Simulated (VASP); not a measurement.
A run of VASP 6.6.1:

The input INCAR:

```
SYSTEM = Hf
PREC = Accurate
ENCUT = 520
EDIFF = 1E-7
ISMEAR = -1
SIGMA = 0.05
LREAL = .FALSE.
LASPH = .TRUE.
NELM = 60
ALGO = Normal
ISIF = 2
LWAVE = .FALSE.
LCHARG = .FALSE.
GGA = PS
NBANDS = 11
```

File KPOINTS:

```
Automatic mesh
0
G
  10 10 10
  0 0 0
```

The input POSCAR:

```
Hf
1.0
    0.0000000000      2.1522923496      2.1522923496
    2.1522923496      0.0000000000      2.1522923496
    2.1522923496      2.1522923496      0.0000000000
Hf
1
Direct
    0.0000000000      0.0000000000      0.0000000000
```

Potentials or basis: VASP PAW PBE potentials, release 64 (Hf_pv).

Run with:

```console
$ cat potpaw_PBE.64/Hf_pv/POTCAR > POTCAR
$ mpirun -np 1 vasp_std > vasp.out
```

Hardware: 1 thread of Intel Xeon 8259CL (shared host).

Task: How long does it take, and how much memory?

Result: Wall time 14 s on 1 thread of Intel Xeon 8259CL (shared host), peak memory 0.14 GiB. Counts: scf iterations 12, k points 47.
